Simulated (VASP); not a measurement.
# BaTe (F-43m) in VASP: a series of runs, part 2 of 2

VASP 6.6.1. The steps go on from the part before.

## Step 3: Single point, PBE (Be replaced by Ba, lengths x 1.305, strained)

Contents of INCAR:

```
SYSTEM = BaTe
  PREC = Accurate
  ENCUT = 500
  EDIFF = 1E-6
  ISMEAR = 0
  SIGMA = 0.02
  LREAL = .False.
  LASPH = .True.
  NELM = 120
  ALGO = Normal
  ISIF = 2
  LWAVE = .False.
  LCHARG = .False.
  GGA = PE
  NBANDS = 15
  GGA_COMPAT = .False.
```

Contents of KPOINTS:

```
Automatic mesh
0
Gamma
  6 6 6
  0 0 0
```

Contents of POSCAR:

```
BaTe
1.0
    0.0000000000      3.5913809264      3.5913809264
    3.5913809264      0.0000000000      3.5913809264
    3.5913809264      3.5913809264      0.0000000000
Ba Te
1 1
Direct
    0.0000000000      0.0000000000      0.0000000000
    0.7500000000      0.7500000000      0.7500000000
```

Potentials or basis: VASP PAW PBE potentials, release 64 (Ba_sv, Te).

On the command line:

```console
$ cat potpaw_PBE.64/Ba_sv/POTCAR potpaw_PBE.64/Te/POTCAR > POTCAR
$ mpirun -np 1 vasp_std > vasp.out
```

OUTCAR:

```text
SYSTEM = BaTe
   PREC = Accurate
   ENCUT = 500
   EDIFF = 1E-6
   ISMEAR = 0
   LREAL = .False.
   LASPH = .True.
   NELM = 120
   ISIF = 2
   GGA = PE

 ion  position               nearest neighbor table
   1  0.000  0.000  0.000-   2 3.11   2 3.11   2 3.11   2 3.11
   2  0.750  0.750  0.750-   1 3.11   1 3.11   1 3.11   1 3.11

  LATTYP: Found a face centered cubic cell.
 ALAT       =     7.1827618528

  Lattice vectors:

 A1 = (   0.0000000000,   3.5913809264,   3.5913809264)
[... 463 lines left out ...]

------------------------ aborting loop because EDIFF is reached ----------------------------------------

  FORCE on cell =-STRESS in cart. coord.  units (eV):
  Direction    XX          YY          ZZ          XY          YZ          ZX
  --------------------------------------------------------------------------------------
  -------------------------------------------------------------------------------------
  Total        4.9504877      4.9504877      4.9504877     -0.0000000      0.0000000     -0.0000000
  in kB       85.6138764     85.6138764     85.6138764     -0.0000000      0.0000000     -0.0000000
  external PRESSURE =      85.6138764 kB  Pullay stress =       0.0000000 kB

 VOLUME and BASIS-vectors are now :
 -----------------------------------------------------------------------------
  energy-cutoff  :      500.00
  volume of cell :       92.64
      direct lattice vectors                 reciprocal lattice vectors
     0.000000000  3.591380926  3.591380926    -0.139222213  0.139222213  0.139222213
     3.591380926  0.000000000  3.591380926     0.139222213 -0.139222213  0.139222213
     3.591380926  3.591380926  0.000000000     0.139222213  0.139222213 -0.139222213

 POSITION                                       TOTAL-FORCE (eV/Angst)
 -----------------------------------------------------------------------------------
      0.00000      0.00000      0.00000         0.000000      0.000000      0.000000
      5.38707      5.38707      5.38707        -0.000000     -0.000000     -0.000000
 -----------------------------------------------------------------------------------
    total drift:                               -0.000000     -0.000000     -0.000000

  FREE ENERGIE OF THE ION-ELECTRON SYSTEM (eV)
  ---------------------------------------------------
  free  energy   TOTEN  =        -7.4810650717 eV

  energy  without entropy=       -7.4810650717  energy(sigma->0) =       -7.48106507
```

OSZICAR:

```text
N       E                     dE             d eps       ncg     rms          rms(c)
DAV:   1     0.897904706448E+02    0.89790E+02   -0.60657E+03   480   0.854E+02
DAV:   2    -0.173310790974E+01   -0.91524E+02   -0.82727E+02   627   0.157E+02
DAV:   3    -0.768360728550E+01   -0.59505E+01   -0.59020E+01   680   0.432E+01
DAV:   4    -0.783779598481E+01   -0.15419E+00   -0.15415E+00   636   0.699E+00
DAV:   5    -0.784042037425E+01   -0.26244E-02   -0.26242E-02   725   0.751E-01    0.529E+00
DAV:   6    -0.751961032718E+01    0.32081E+00   -0.27916E-01   522   0.251E+00    0.350E+00
DAV:   7    -0.746683103402E+01    0.52779E-01   -0.26254E-01   592   0.248E+00    0.114E+00
DAV:   8    -0.747715596950E+01   -0.10325E-01   -0.24264E-02   550   0.102E+00    0.360E-01
DAV:   9    -0.747976826596E+01   -0.26123E-02   -0.30901E-03   613   0.345E-01    0.109E-01
DAV:  10    -0.748062131782E+01   -0.85305E-03   -0.42328E-04   572   0.107E-01    0.390E-02
DAV:  11    -0.748105668767E+01   -0.43537E-03   -0.54023E-04   557   0.108E-01    0.410E-02
DAV:  12    -0.748106265383E+01   -0.59662E-05   -0.27905E-05   641   0.276E-02    0.633E-03
DAV:  13    -0.748106432895E+01   -0.16751E-05   -0.45095E-06   578   0.101E-02    0.613E-03
DAV:  14    -0.748106507175E+01   -0.74280E-06   -0.66653E-07   572   0.405E-03
   1 F= -.74810651E+01 E0= -.74810651E+01  d E =-.472355E-24
```

It took 60 s on 1 thread of Intel Xeon 8259CL, shared host; peak memory 0.24 GiB.

What came out:

| Item | Value |
| --- | --- |
| Free energy | -7.4811 eV |
| Pressure | 8.6 GPa |
| Band gap on the k mesh | 2.67 eV, direct |

Levels at points of the mesh, in eV from the valence-band top:
```
           k point  band 4  band 5  band 6  band 7  band 8  band 9  band 10  band 11  band 12  band 13
(0.00, 0.00, 0.00)  -11.66   -9.21   -0.91   -0.91   -0.91    2.84     4.22     4.22     6.68     6.68
(0.50, 0.00, 0.00)  -11.71   -8.51   -0.95   -0.58   -0.58    4.20     4.56     4.56     4.91     5.70
(0.50, 0.50, 0.00)  -11.77   -8.27   -1.56   -0.01   -0.01    2.72     4.16     5.39     5.39     5.43
```

Caveat: the cell differs from its parent crystal (Be replaced by Ba, lengths x 1.305, strained); spin-orbit coupling is left out, which moves the levels of the heavy elements. A k mesh can miss the band edges.
